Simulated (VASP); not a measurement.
CoO, 4 atoms in the cell. It takes space group Fm-3m (No. 225, cubic). Conventional cell: a = 4.260 Å, b = 4.260 Å, c = 4.260 Å, α = 90.00°, β = 90.00°, γ = 90.00°. Co (site symmetry m-3m) has 6 O at 2.13 Å within 2.8 Å. O (site symmetry m-3m) has 6 Co at 2.13 Å within 2.8 Å. 

- Program: VASP 6.6.1
- Task: single point
- Functional: LDA
- Potentials or basis: VASP PAW LDA potentials, release 64 (Co_sv, O)
- Cutoff: 600 eV
- k mesh: 6 × 6 × 6
- Occupations: gaussian, width 0.02 eV
- Spin: collinear spin, antiferromagnetic start
- Starting moments: [3.0, -3.0, 0.0, 0.0] μB
- Hubbard terms: Co d U = 4.0 eV
- Dipole correction: no
- Further INCAR settings: ALGO = Normal; EDIFF = 1e-06; NBANDS = 35

Potentials or basis: VASP PAW LDA potentials, release 64 (Co_sv, O).

Command:

```console
$ cat potpaw_LDA.64/Co_sv/POTCAR potpaw_LDA.64/O/POTCAR > POTCAR
$ mpirun -np 1 vasp_std > vasp.out
```

Hardware: 1 thread of Intel(R) Xeon(R) 6975P-C (Granite Rapids) (shared host).

Estimate the wall time of this run.

Run time: 3.2 min on 1 thread of Intel(R) Xeon(R) 6975P-C (Granite Rapids), with other jobs on the host, peak memory 0.26 GiB. Counts: scf iterations 19, k points 32.
